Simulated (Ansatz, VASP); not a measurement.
## One calculation of WSe2, two programs

Contents of INCAR:

```
PREC = Accurate
ENCUT = 520
EDIFF = 1E-6
ISMEAR = 0
SIGMA = 0.05
LREAL = False
LASPH = True
NELM = 150
ALGO = Normal
ISIF = 2
LWAVE = False
LCHARG = True
MAGMOM = 0 0 0 0 0 0 0 0 0
LORBIT = 11
LSORBIT = True
GGA_COMPAT = False
LORBMOM = True
LMAXMIX = 4
GGA = PE
LVHAR = True
NBANDS = 39
KPAR = 4
```

The input KPOINTS:

```
regular mesh
0
Gamma
  24 24 1
```

Contents of POSCAR:

```
WSe2
1.0
    3.3178532700      0.0000000000      0.0000000000
   -1.6589266300      2.8733452200      0.0000000000
    0.0000000000      0.0000000000     16.3252245500
W Se
1 2
Direct
    0.0000000000      0.0000000000      0.5000000000
    0.3333333300      0.6666666700      0.6018745900
    0.3333333300      0.6666666700      0.3981254100
```

Input for Ansatz:

```yaml
crystal:
  lattice:
    - [3.31785327, 0.0, 0.0]
    - [-1.65892663, 2.87334522, 0.0]
    - [0.0, 0.0, 16.32522455]
  atoms:
    - { symbol: W, position: [0.0, 0.0, 0.5] }
    - { symbol: Se, position: [0.33333333, 0.66666667, 0.60187459] }
    - { symbol: Se, position: [0.33333333, 0.66666667, 0.39812541] }
basis:
  ecutwfc: 420
kpoints:
  mp_grid: { grid: [24, 24, 1] }
hamiltonian:
  xc: pbe
scf:
  occupations: { method: gaussian, width: 0.05 }
output:
  forces: true
  eigenvalues: true
  eigenstates:
    nscf_kmesh: { grid: [48, 48, 1] }
    top_band: c12
    de_dk: true
    localisation: true
checkpoint:
  write: ck
  compress: false
  write_wavefunctions: false
  write_every: 100000
magnetization:
  noncollinear: true
  spin_orbit: true
```

Alike in both runs: task single point; functional PBE; k mesh 24 × 24 × 1; occupations gaussian, width 0.05 eV; non-collinear spin, spin-orbit coupling.

|  | VASP | Ansatz |
| --- | --- | --- |
| version | VASP 6.6.1 | Ansatz 0.2.0 |
| potentials or method | VASP PAW PBE potentials, release 64 (W_sv, Se), cutoff 520 eV | plane waves, PAW |
| valence electrons in the cell | 26 | 46 |

```tsv
	VASP	Ansatz	Ansatz less VASP
rms of the force components (eV/Å)	0.166	0.133	-0.0328
```

Atom by atom the forces differ by 0.033 eV/Å (rms over components). VASP's potentials hold 26 valence electrons a cell and Ansatz's 46, so a difference there can come from the potentials and not from the codes.
